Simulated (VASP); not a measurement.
# ZnS in VASP: notebook

The runs below take ZnS through single point, with PBE.

All numbers are computed with VASP 6.6.1; they aren't measurements. Logs are shortened: lines on timing, memory, paths and dates and some standing lists are left out, and cuts for length are marked.

### 1 The cell of the first run

The typed cell holds 8 atoms: a = 3.869 Å, b = 6.633 Å, c = 6.615 Å, α = 89.98°, β = 89.96°, γ = 89.92°.

### 2 Single point, PBE

Input file INCAR:

```
SYSTEM = ZnS
ALGO = Normal
EDIFF = 1E-6
ENCUT = 520
GGA = PE
ISIF = 2
ISMEAR = 0
LASPH = .True.
LCHARG = .True.
LELF = .True.
LREAL = .False.
LVHAR = .True.
LWAVE = .False.
NBANDS = 46
NELM = 80
PREC = Accurate
SIGMA = 0.1
```

Input file KPOINTS:

```
k-points
0
Gamma
  4 2 2
  0 0 0
```

Input file POSCAR:

```
ZnS
1.0
    0.0024999646      0.0012876246      3.8689965700
    6.6331891209      0.0013270049      0.0043991921
    0.0014208702      6.6149850064      0.0024887745
Zn S
4 4
Direct
   -0.0019166017      0.6766822939      0.6740530641
    0.4989853671      0.1770031815      0.8262372489
    0.5001807798      0.8229944528      0.1737582368
    0.0027504425      0.3232570916      0.3259379730
    0.4977962908      0.8163075583      0.8124598492
    0.5027546302      0.1837351656      0.1875489936
    0.0003660102      0.6838241150      0.3125599035
   -0.0009169189      0.3161961415      0.6874447309
```

Potentials or basis: VASP PAW PBE potentials, release 64 (Zn, S).

Command:

```bash
> cat potpaw_PBE.64/Zn/POTCAR potpaw_PBE.64/S/POTCAR > POTCAR
> mpirun -np 1 vasp_std > vasp.out
```

OUTCAR:

```text
SYSTEM = ZnS
   EDIFF = 1E-6
   ENCUT = 520
   GGA = PE
   ISIF = 2
   ISMEAR = 0
   LASPH = .True.
   LREAL = .False.
   NELM = 80
   PREC = Accurate

 ion  position               nearest neighbor table
   1  0.998  0.677  0.674-   5 2.33   5 2.33   7 2.39   8 2.39
   2  0.499  0.177  0.826-   8 2.33   8 2.33   6 2.39   5 2.39
   3  0.500  0.823  0.174-   7 2.33   7 2.33   5 2.39   6 2.39
   4  0.003  0.323  0.326-   6 2.33   6 2.33   8 2.39   7 2.39
   5  0.498  0.816  0.812-   1 2.33   1 2.33   3 2.39   2 2.39
   6  0.503  0.184  0.188-   4 2.33   4 2.33   2 2.39   3 2.39
   7  0.000  0.684  0.313-   3 2.33   3 2.33   1 2.39   4 2.39
   8  0.999  0.316  0.687-   2 2.33   2 2.33   4 2.39   1 2.39

  Warning from LATTYP: Got some problem with cell dimensions!
  Tried to take original basis but could not verify dimensions!
  LATTYP: Found a triclinic cell.
 ALAT       =    10.1836734645
 B/A-ratio  =     0.3799216074
 C/A-ratio  =     1.4530362254
 COS(alpha) =     0.0000470835
 COS(beta)  =     0.5806825769
 COS(gamma) =     0.7603038734

  Lattice vectors:

 A1 = (  -0.0064207994,  -6.6175602556,  -7.7404819145)
 A2 = (  -0.0024999646,  -0.0012876246,  -3.8689965700)
 A3 = (   6.6303473805, -13.2286430079,  -0.0005783569)

Analysis of symmetry for initial positions (statically):
=====================================================================
 Subroutine PRICEL returns:
 Original cell was already a primitive cell.

 Routine SETGRP: Setting up the symmetry group for a
 triclinic supercell.

 Subroutine GETGRP returns: Found  1 space group operations
 (whereof  1 operations were pure point group operations)
 out of a pool of  2 trial point group operations.

The static configuration has the point symmetry C_1 .

Analysis of symmetry for dynamics (positions and initial velocities):
=====================================================================
 Subroutine PRICEL returns:
 Original cell was already a primitive cell.

 Routine SETGRP: Setting up the symmetry group for a
 triclinic supercell.

 Subroutine GETGRP returns: Found  1 space group operations
 (whereof  1 operations were pure point group operations)
 out of a pool of  2 trial point group operations.

The dynamic configuration has the point symmetry C_1 .

 Subroutine INISYM returns: Found  1 space group operations
 (whereof  1 operations are pure point group operations),
 and found     1 'primitive' translations

----------------------------------------------------------------------------------------

                                     Primitive cell

  volume of cell :     169.7655

  direct lattice vectors                    reciprocal lattice vectors
     0.002499965  0.001287625  3.868996570    -0.000171397 -0.000097206  0.258465092
     6.633189121  0.001327005  0.004399192     0.150757117 -0.000032345 -0.000097401
     0.001420870  6.614985006  0.002488775    -0.000030209  0.151171948 -0.000050291

  length of vectors
     3.868997592  6.633190712  6.614985627     0.258465167  0.150757152  0.151171959

  position of ions in fractional coordinates (direct lattice)
     0.998083398  0.676682294  0.674053064
     0.498985367  0.177003181  0.826237249
     0.500180780  0.822994453  0.173758237
     0.002750443  0.323257092  0.325937973
     0.497796291  0.816307558  0.812459849
     0.502754630  0.183735166  0.187548994
     0.000366010  0.683824115  0.312559904
     0.999083081  0.316196142  0.687444731

  ion indices of the primitive-cell ions
   primitive index   ion index
                 1           1
                 2           2
                 3           3
                 4           4
                 5           5
                 6           6
                 7           7
                 8           8

----------------------------------------------------------------------------------------

 KPOINTS: k-points

Automatic generation of k-mesh.
 Grid dimensions read from file:
 generate k-points for:    4    2    2

 Generating k-lattice:

  Cartesian coordinates                     Fractional coordinates (reciprocal lattice)
    -0.000042849 -0.000024302  0.064616273     0.250000000 -0.000000000  0.000000000
     0.075378559 -0.000016173 -0.000048701     0.000000000  0.500000000 -0.000000000
    -0.000015105  0.075585974 -0.000025146     0.000000000  0.000000000  0.500000000

  Length of vectors
     0.064616292  0.075378576  0.075585980

  Shift w.r.t. Gamma in fractional coordinates (k-lattice)
     0.000000000  0.000000000  0.000000000

 Subroutine IBZKPT returns following result:
 ===========================================

 Found     12 irreducible k-points:

 Following reciprocal coordinates:
            Coordinates               Weight
  0.000000  0.000000  0.000000      1.000000
  0.250000  0.000000  0.000000      2.000000
  0.500000  0.000000  0.000000      1.000000
 -0.000000  0.500000 -0.000000      1.000000
  0.250000  0.500000  0.000000      2.000000
  0.500000  0.500000 -0.000000      1.000000
  0.000000  0.000000  0.500000      1.000000
  0.250000  0.000000  0.500000      2.000000
  0.500000  0.000000  0.500000      1.000000
  0.000000  0.500000  0.500000      1.000000
  0.250000  0.500000  0.500000      2.000000
  0.500000  0.500000  0.500000      1.000000
   k-points           NKPTS =     12   k-points in BZ     NKDIM =     12   number of bands    NBANDS=     46
   number of dos      NEDOS =    301   number of ions     NIONS =      8
   total plane-waves  NPLWV =  75000
   dimension x,y,z NGX =    30 NGY =   50 NGZ =   50
   dimension x,y,z NGXF=    60 NGYF=  100 NGZF=  100
   ions per type =               4   4
   NGX,Y,Z   is equivalent  to a cutoff of  12.89, 12.53, 12.57 a.u.
   NGXF,Y,Z  is equivalent  to a cutoff of  25.78, 25.06, 25.13 a.u.
 SYSTEM =  ZnS
   PREC   = accura    normal or accurate (medium, high low for compatibility)
   ISTART =      0    job   : 0-new  1-cont  2-samecut
   ICHARG =      2    charge: 1-file 2-atom 10-const
   ISPIN  =      1    spin polarized calculation?
   LNONCOLLINEAR =      F non collinear calculations
   LSORBIT =      F    spin-orbit coupling
   LASPH  =      T    aspherical Exc in radial PAW
   ENCUT  =  520.0 eV  38.22 Ry    6.18 a.u.   7.19 12.33 12.30*2*pi/ulx,y,z
   NELM   =     80;   NELMIN=  2; NELMDL= -5     # of ELM steps
   EDIFF  = 0.1E-05   stopping-criterion for ELM
   LREAL  =      F    real-space projection
   EDIFFG = 0.1E-04   stopping-criterion for IOM
   NSW    =      0    number of steps for IOM
   IBRION =     -1    ionic relax: 0-MD 1-quasi-New 2-CG
   NFREE  =      0    steps in history (QN), initial steepest desc. (CG)
   ISIF   =      2    stress and relaxation
   ISYM   =      2    0-nonsym 1-usesym 2-fastsym
   POTIM  = 0.5000    time-step for ionic-motion
   TEBEG  =    0.0;   TEEND  =   0.0 temperature during run
   PSTRESS=    0.0 pullay stress
   NELECT =      72.0000    total number of electrons
   NUPDOWN=      -1.0000    fix difference up-down
   EMIN   =  10.00;   EMAX   =-10.00  energy-range for DOS
   EFERMI =   0.00;   METHOD = LEGACY
   ISMEAR =     0;   SIGMA  =   0.10  broadening in eV -4-tet -1-fermi 0-gaus
   EFERMI_NEDOS =   21; number of points for ismear=-14 and -15
   IALGO  =     38    algorithm
   IMIX   =      4    mixing-type and parameters
     AMIX     =   0.40;   BMIX     =  1.00
     AMIX_MAG =   1.60;   BMIX_MAG =  1.00
  volume/ion in A,a.u.               =      21.22       143.20
  Fermi-wavevector in a.u.,A,eV,Ry     =   1.229993  2.324349 20.584012  1.512882
  Thomas-Fermi vector in A             =   2.364859
   LORBIT       =      0    0 simple, 1 ext, 2 COOP (PROOUT), +10 PAW based schemes
   GGA     = PE    functional components
   LHFCALC =     F    Hartree Fock is set to
   AEXX    =    0.0000 exact exchange contribution
   IVDW    =     0    specifies the selected vdW correction
   LEPSILON=     F    determine dielectric tensor
   LRPA    =     F    only Hartree local field effects (RPA)
 non-spin polarized calculation
 Gauss-broadening in eV      SIGMA  =   0.10
  energy-cutoff  :      520.00
  volume of cell :      169.77
 maximum number of plane-waves:      4608
 NGX is ok and might be reduce to    30
   NGX = 15   NGY = 25   NGZ = 25

 number of electron      71.9999951 magnetization

 Free energy of the ion-electron system (eV)
  ---------------------------------------------------
  ext. energy  EPLUGINS =         0.00000000
  ---------------------------------------------------
  free energy    TOTEN  =       -27.04303767 eV

  energy without entropy =      -27.04303767  energy(sigma->0) =      -27.04303767

 E-fermi :   1.9700     XC(G=0):  -9.2051

 val. band max:        1.4673645859   @ k =   0.0000   0.0000   0.0000
 cond. band min:       3.6275460310   @ k =   0.0000   0.0000   0.0000
 fundamental gap:      2.1601814452
 Fermi energy:         1.9700143825

 k-point     1 :       0.0000    0.0000    0.0000
  band No.  band energies     occupation
      1     -11.3944      2.00000
      2     -10.5248      2.00000
      3     -10.5239      2.00000
      4     -10.3501      2.00000
      5      -4.8258      2.00000
      6      -4.7937      2.00000
[... 38 lines left out ...]
     45       8.4886      0.00000
     46       9.1328      0.00000

 k-point     2 :       0.2500    0.0000    0.0000
  band No.  band energies     occupation
      1     -11.1252      2.00000
      2     -10.3730      2.00000
      3     -10.3723      2.00000
      4     -10.3541      2.00000
      5      -4.8438      2.00000
      6      -4.6740      2.00000
[... 38 lines left out ...]
     45       8.7325      0.00000
     46       8.9846      0.00000

 k-point     3 :       0.5000    0.0000    0.0000
  band No.  band energies     occupation
      1     -10.5996      2.00000
      2     -10.5981      2.00000
      3     -10.2085      2.00000
      4     -10.2078      2.00000
      5      -4.7307      2.00000
      6      -4.7299      2.00000
[... 38 lines left out ...]
     45       8.3423      0.00000
     46       8.3558      0.00000

 k-point     4 :      -0.0000    0.5000   -0.0000
  band No.  band energies     occupation
      1     -11.0438      2.00000
      2     -11.0428      2.00000
      3     -10.3757      2.00000
      4     -10.3751      2.00000
      5      -4.8124      2.00000
      6      -4.8120      2.00000
[... 332 lines left out ...]
     45       8.6281      0.00000
     46       8.6318      0.00000

 k-point    11 :       0.2500    0.5000    0.5000
  band No.  band energies     occupation
      1     -10.7279      2.00000
      2     -10.7264      2.00000
      3     -10.4046      2.00000
      4     -10.4039      2.00000
      5      -4.7794      2.00000
      6      -4.7792      2.00000
[... 38 lines left out ...]
     45       8.3282      0.00000
     46       8.3311      0.00000

 k-point    12 :       0.5000    0.5000    0.5000
  band No.  band energies     occupation
      1     -10.5533      2.00000
      2     -10.5519      2.00000
      3     -10.2322      2.00000
      4     -10.2316      2.00000
      5      -4.6499      2.00000
      6      -4.6498      2.00000
[... 38 lines left out ...]
     45       9.7487      0.00000
     46       9.7499      0.00000

------------------------ aborting loop because EDIFF is reached ----------------------------------------

  FORCE on cell =-STRESS in cart. coord.  units (eV):
  Direction    XX          YY          ZZ          XY          YZ          ZX
  --------------------------------------------------------------------------------------
  -------------------------------------------------------------------------------------
  Total        0.1330831      0.1557310      0.0732407     -0.0118853     -0.0087080     -0.0190214
  in kB        1.2559845      1.4697262      0.6912155     -0.1121687     -0.0821829     -0.1795167
  external PRESSURE =       1.1389754 kB  Pullay stress =       0.0000000 kB

 VOLUME and BASIS-vectors are now :
 -----------------------------------------------------------------------------
  energy-cutoff  :      520.00
  volume of cell :      169.77
      direct lattice vectors                 reciprocal lattice vectors
     0.002499965  0.001287625  3.868996570    -0.000171397 -0.000097206  0.258465092
     6.633189121  0.001327005  0.004399192     0.150757117 -0.000032345 -0.000097401
     0.001420870  6.614985006  0.002488775    -0.000030209  0.151171948 -0.000050291

 POSITION                                       TOTAL-FORCE (eV/Angst)
 -----------------------------------------------------------------------------------
      4.49201      4.46103      3.86624         0.003008     -0.000790      0.002936
      1.17652      5.46642      1.93341        -0.003627     -0.001120      0.004990
      5.46058      1.15114      1.93925         0.004301      0.001393      0.001248
      2.14470      2.15651      0.01287         0.000346      0.002164     -0.009168
      5.41712      5.37613      1.93159        -0.012636     -0.007726      0.005318
      1.22027      1.24152      1.94643         0.010178      0.006275     -0.007631
      4.53638      2.06849      0.00520         0.009440     -0.007154     -0.000199
      2.10086      4.54914      3.86855        -0.011010      0.006958      0.002506
 -----------------------------------------------------------------------------------
    total drift:                               -0.000094      0.000112     -0.000042

  FREE ENERGIE OF THE ION-ELECTRON SYSTEM (eV)
  ---------------------------------------------------
  free  energy   TOTEN  =       -27.0430376746 eV

  energy  without entropy=      -27.0430376746  energy(sigma->0) =      -27.04303767
```

Wall time 71 s (1 thread of Intel Xeon 6975P-C (Granite Rapids), shared host); peak memory 0.28 GiB.

Results:

* Free energy: -27.0430 eV
* Pressure: 0.1 GPa
* Largest force: 0.016 eV/Å
* Band gap on the k mesh: 2.16 eV, direct

Forces on the atoms (eV/Å):
```
Zn   0.003 -0.001  0.003
Zn  -0.004 -0.001  0.005
Zn   0.004  0.001  0.001
Zn   0.000  0.002 -0.009
S   -0.013 -0.008  0.005
S    0.010  0.006 -0.008
S    0.009 -0.007  0.000
S   -0.011  0.007  0.003
```

Caveat: the k points lie up to 0.47 Å⁻¹ apart.

(Part 1 of 2 ends here.)
